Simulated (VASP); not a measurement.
# GaN (P6_3mc) in VASP: a series of runs, part 2 of 2

VASP 6.6.1.

### Step 3. Single point, PBEsol

This run uses another cell than the first one, of 11.37 Å³/atom, 0.995 times its volume.

INCAR

```
SYSTEM = GaN
ALGO = Normal
EDIFF = 1E-7
ENCUT = 520
GGA = PS
ISIF = 2
ISMEAR = -1
LASPH = .TRUE.
LCHARG = .FALSE.
LREAL = .FALSE.
LWAVE = .FALSE.
NBANDS = 26
NELM = 60
PREC = Accurate
SIGMA = 0.05
```

KPOINTS

```
k-points
0
G
  10 10 6
  0 0 0
```

POSCAR

```
GaN
1.0
    3.1825744861      0.0000000000      0.0000000000
   -1.5912872431      2.7561903544      0.0000000000
    0.0000000000      0.0000000000      5.1854098554
Ga N
2 2
Direct
    0.3333333333      0.6666666667     -0.0008061617
    0.6666666667      0.3333333333      0.4991938383
    0.3333333333      0.6666666667      0.3758061617
    0.6666666667      0.3333333333      0.8758061617
```

Potentials or basis: VASP PAW PBE potentials, release 64 (Ga_d, N).

On the command line:

```
$ cat potpaw_PBE.64/Ga_d/POTCAR potpaw_PBE.64/N/POTCAR > POTCAR
$ mpirun -np 1 vasp_std > vasp.out
```

OUTCAR:

```text
SYSTEM = GaN
   EDIFF = 1E-7
   ENCUT = 520
   GGA = PS
   ISIF = 2
   ISMEAR = -1
   LASPH = .TRUE.
   LREAL = .FALSE.
   NELM = 60
   PREC = Accurate

 ion  position               nearest neighbor table
   1  0.333  0.667  0.999-   4 1.95   4 1.95   4 1.95   3 1.95
   2  0.667  0.333  0.499-   3 1.95   3 1.95   3 1.95   4 1.95
   3  0.333  0.667  0.376-   2 1.95   2 1.95   2 1.95   1 1.95
   4  0.667  0.333  0.876-   1 1.95   1 1.95   1 1.95   2 1.95

  LATTYP: Found a hexagonal cell.
 ALAT       =     3.1825744861
 C/A-ratio  =     1.6293129597

  Lattice vectors:

 A1 = (   3.1825744861,   0.0000000000,   0.0000000000)
 A2 = (  -1.5912872431,   2.7561903544,   0.0000000000)
 A3 = (   0.0000000000,   0.0000000000,   5.1854098554)

Analysis of symmetry for initial positions (statically):
=====================================================================
 Subroutine PRICEL returns:
 Original cell was already a primitive cell.

 Routine SETGRP: Setting up the symmetry group for a
 hexagonal supercell.

 Subroutine GETGRP returns: Found 12 space group operations
 (whereof  6 operations were pure point group operations)
 out of a pool of 24 trial point group operations.

[... 169 lines left out ...]

 val. band max:        5.2362169241   @ k =   0.0000   0.0000   0.0000
 cond. band min:       7.1301377581   @ k =   0.0000   0.0000   0.0000
 fundamental gap:      1.8939208340
 Fermi energy:         6.1792297223

 k-point     1 :       0.0000    0.0000    0.0000
  band No.  band energies     occupation
      1     -10.7811      2.00000
      2      -9.8121      2.00000
      3      -8.1688      2.00000
      4      -8.1529      2.00000
      5      -8.1529      2.00000
      6      -8.0902      2.00000
[... 685 lines left out ...]
     25      17.1191      0.00000
     26      18.5409      0.00000

 [... further k-points ...]

------------------------ aborting loop because EDIFF is reached ----------------------------------------

  FORCE on cell =-STRESS in cart. coord.  units (eV):
  Direction    XX          YY          ZZ          XY          YZ          ZX
  --------------------------------------------------------------------------------------
  -------------------------------------------------------------------------------------
  Total       -0.0617203     -0.0617203     -0.0505350      0.0000000      0.0000000      0.0000000
  in kB       -2.1740425     -2.1740425     -1.7800489      0.0000000      0.0000000      0.0000000
  external PRESSURE =      -2.0427113 kB  Pullay stress =       0.0000000 kB

 VOLUME and BASIS-vectors are now :
 -----------------------------------------------------------------------------
  energy-cutoff  :      520.00
  volume of cell :       45.49
      direct lattice vectors                 reciprocal lattice vectors
     3.182574486  0.000000000  0.000000000     0.314211028  0.181409821  0.000000000
    -1.591287243  2.756190354  0.000000000     0.000000000  0.362819643  0.000000000
     0.000000000  0.000000000  5.185409855     0.000000000  0.000000000  0.192848787

 POSITION                                       TOTAL-FORCE (eV/Angst)
 -----------------------------------------------------------------------------------
     -0.00000      1.83746      5.18123        -0.000000     -0.000000     -0.000419
      1.59129      0.91873      2.58852         0.000000      0.000000     -0.000419
     -0.00000      1.83746      1.94871         0.000000     -0.000000      0.000419
      1.59129      0.91873      4.54141        -0.000000      0.000000      0.000419
 -----------------------------------------------------------------------------------
    total drift:                               -0.000001     -0.000001     -0.000591

  FREE ENERGIE OF THE ION-ELECTRON SYSTEM (eV)
  ---------------------------------------------------
  free  energy   TOTEN  =       -26.2685669747 eV

  energy  without entropy=      -26.2685669746  energy(sigma->0) =      -26.26856697
```

OSZICAR:

```text
N       E                     dE             d eps       ncg     rms          rms(c)
DAV:   1     0.275735338203E+03    0.27574E+03   -0.17588E+04  3170   0.258E+03
DAV:   2     0.611273677589E+01   -0.26962E+03   -0.25472E+03  3144   0.487E+02
DAV:   3    -0.287178065840E+02   -0.34831E+02   -0.34319E+02  3552   0.142E+02
DAV:   4    -0.298865836728E+02   -0.11688E+01   -0.11634E+01  3388   0.279E+01
DAV:   5    -0.299125027413E+02   -0.25919E-01   -0.25890E-01  3602   0.400E+00    0.102E+01
DAV:   6    -0.262585631594E+02    0.36539E+01   -0.87222E+00  4790   0.486E+01    0.308E+00
DAV:   7    -0.263118530067E+02   -0.53290E-01   -0.12521E+00  3102   0.803E+00    0.262E+00
DAV:   8    -0.262889320592E+02    0.22921E-01   -0.18954E-01  4842   0.504E+00    0.111E+00
DAV:   9    -0.262680995812E+02    0.20832E-01   -0.58722E-02  4670   0.392E+00    0.347E-01
DAV:  10    -0.262686455442E+02   -0.54596E-03   -0.53299E-03  3076   0.505E-01    0.114E-01
DAV:  11    -0.262685771394E+02    0.68405E-04   -0.56551E-04  4358   0.458E-01    0.630E-02
DAV:  12    -0.262685897560E+02   -0.12617E-04   -0.74596E-05  3072   0.584E-02    0.808E-02
DAV:  13    -0.262685727943E+02    0.16962E-04   -0.17274E-05  4390   0.431E-02    0.479E-02
DAV:  14    -0.262685687133E+02    0.40810E-05   -0.74736E-06  4532   0.226E-02    0.226E-02
DAV:  15    -0.262685679376E+02    0.77565E-06   -0.83263E-07  4360   0.916E-03    0.161E-02
DAV:  16    -0.262685670669E+02    0.87073E-06   -0.10116E-06  3560   0.144E-02    0.607E-03
DAV:  17    -0.262685669747E+02    0.92171E-07   -0.42217E-07  2500   0.418E-03
   1 F= -.26268567E+02 E0= -.26268567E+02  d E =-.133054E-09
```

stdout:

```text
POSCAR found type information on POSCAR GaN
 POSCAR found :  2 types and       4 ions
 scaLAPACK will be used
 -----------------------------------------------------------------------------
|                                                                             |
|                                                                             |
|     You enforced a specific xc type in the INCAR file but a different       |
|     I HOPE YOU KNOW WHAT YOU ARE DOING!                                     |
|                                                                             |
 -----------------------------------------------------------------------------

 LDA part: xc-table for (Slater+PW92), standard interpolation
 POSCAR, INCAR and KPOINTS ok, starting setup
 FFT: planning ... GRIDC
 FFT: planning ... GRID_SOFT
 FFT: planning ... GRID
 WAVECAR not read
 entering main loop
```

It took 31 s on 1 thread of Intel Xeon 6975P-C (Granite Rapids), shared host; peak memory 0.19 GiB.

Results:

| Item | Value |
| --- | --- |
| Free energy | -26.2686 eV |
| Pressure | -0.2 GPa |
| Band gap on the k mesh | 1.89 eV, direct |

Caveat: the PAW data sets were made with another functional, which shifts forces and pressure a little.
